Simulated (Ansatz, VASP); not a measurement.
## TiSi2: VASP beside Ansatz

```
CELL_PARAMETERS angstrom
-1.39368 1.60962 4.06328
1.39368 -1.60962 4.06328
1.39368 1.60962 -4.06328
ATOMIC_POSITIONS crystal
Ti 0.00000 0.00000 0.00000
Si 0.33038 0.33038 0.00000
Si 0.66962 0.66962 0.00000
```

Change from the starting cell: strain -0.050 along x and y, -0.025 along z, atoms carried along.

Alike in both runs: task single point; functional PBEsol; k mesh 22 × 22 × 22; occupations gaussian, width 0.15 eV; no spin polarisation.

```csv
,VASP,Ansatz
version,VASP 6.6.1,Ansatz 0.2.0
potentials or method,"VASP PAW PBE potentials, release 64 (Ti_sv, Si), cutoff 520 eV","scalar-relativistic, plane waves, PAW"
valence electrons in the cell,20,20
```

```csv
,VASP,Ansatz,Ansatz less VASP
gap on the k mesh at the Fermi level (eV),none,none,-
pressure (GPa),24.9,24.8,-0.12
"traceless stress, the component that is largest in VASP (GPa)",-3.34,-3.34,-0.003
rms of the force components (eV/Å),0.080,0.083,+0.0026
```

VASP's potentials were made for PBE, not for PBEsol. Atom by atom the forces differ by 0.003 eV/Å (rms over components). A gap of «none» marks a metal or a gap that the smearing closes.
